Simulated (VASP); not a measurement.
Set up this calculation in VASP 6.6.1, as the native input.

- Task: single point
- Functional: PBE
- Potentials or basis: VASP PAW PBE potentials, release 64 (Tl_d)
- Cutoff: 520 eV
- k mesh: 13 × 13 × 13
- Occupations: fermi-dirac, width 0.08 eV
- Spin: no spin polarisation
- Dipole correction: no
- Further INCAR settings: ALGO = Normal; EDIFF = 1e-06; NBANDS = 20

The structure of Tl lies in POSCAR:

```
Tl
1.0
   -2.6544642092      2.6544642092      1.4193006766
    2.6544642092     -2.6544642092      1.4193006766
    2.6544642092      2.6544642092     -1.4193006766
Tl
2
Direct
   -0.3750000000     -0.1250000000     -0.2500000000
    0.3750000000      0.1250000000      0.2500000000
```

The input as run:

INCAR

```
SYSTEM = Tl
PREC = Accurate
ENCUT = 520
EDIFF = 1E-6
ISMEAR = -1
SIGMA = 0.08
LREAL = .False.
LASPH = .True.
NELM = 80
ALGO = Normal
ISIF = 2
LWAVE = .False.
LCHARG = .False.
GGA = PE
NBANDS = 20
```

KPOINTS

```
Automatic mesh
0
Gamma
  13 13 13
  0 0 0
```

Potentials or basis: VASP PAW PBE potentials, release 64 (Tl_d).

Command:

```bash
$ cat potpaw_PBE.64/Tl_d/POTCAR > POTCAR
$ mpirun -np 1 vasp_std > vasp.out
```

Results of the run:

- Pressure: 47.0 GPa
- Band gap on the k mesh: zero (bands 13 and 14 overlap by 8.56 eV)

Caveat: the cell stands under pressure; spin-orbit coupling is left out, which moves the levels of the heavy elements.

Run time: 3.1 min on 1 thread of Oxide Virtual Turin-like Processor, on a shared host, peak memory 0.23 GiB.
